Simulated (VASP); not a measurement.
Wanted: the native input for a VASP 6.6.1 run.

```yaml
Task: single point
Functional: PBE
Potentials_or_basis: VASP PAW PBE potentials, release 64 (Te, Mo_sv)
Cutoff: 520 eV
k_mesh: 9 × 9 × 1
Occupations: fermi-dirac, width 0.05 eV
Spin: no spin polarisation
Dipole_correction: no
Further_INCAR_settings: ALGO = Normal; EDIFF = 1e-06; NBANDS = 49
```

The structure of Te2Mo lies in POSCAR:

```
Te2Mo
1.0
    3.5624185427      0.0000000000      0.0000000000
   -1.7812092714      3.0851449569      0.0000000000
    0.0000000000      0.0000000000     31.5632657400
Te Mo
6 3
Direct
    0.0000000000      0.0000000000      0.0567620800
    0.3333333333      0.6666666667      0.2889862200
    0.3333333333      0.6666666667      0.8244042500
    0.3333333333      0.6666666667      0.1755957500
    0.3333333333      0.6666666667      0.7110137800
    0.0000000000      0.0000000000      0.9432379200
    0.3333333333      0.6666666667      0.0000000000
    0.0000000000      0.0000000000      0.2323060100
    0.0000000000      0.0000000000      0.7676939900
```

One way to write it, as run:

INCAR

```
SYSTEM = Te2Mo
  PREC = Accurate
  ENCUT = 520
  EDIFF = 1E-6
  ISMEAR = -1
  SIGMA = 0.05
  LREAL = .FALSE.
  LASPH = .TRUE.
  NELM = 60
  ALGO = Normal
  ISIF = 2
  LWAVE = .FALSE.
  LCHARG = .FALSE.
  GGA = PE
  NBANDS = 49
```

KPOINTS

```
regular mesh
0
G
  9 9 1
  0 0 0
```

Potentials or basis: VASP PAW PBE potentials, release 64 (Te, Mo_sv).

Launch:

```bash
$ cat potpaw_PBE.64/Te/POTCAR potpaw_PBE.64/Mo_sv/POTCAR > POTCAR
$ mpirun -np 1 vasp_std > vasp.out
```

It gave:

```yaml
Largest_force: 0.230 eV/Å
Band_gap_on_the_k_mesh: 1.00 eV
```

Caveat: spin-orbit coupling is left out, which moves the levels of the heavy elements.

Run time: 8.9 min on 1 thread of AMD EPYC 7R43 64-Core Processor (Zen 3), on a shared host, peak memory 0.5 GiB.
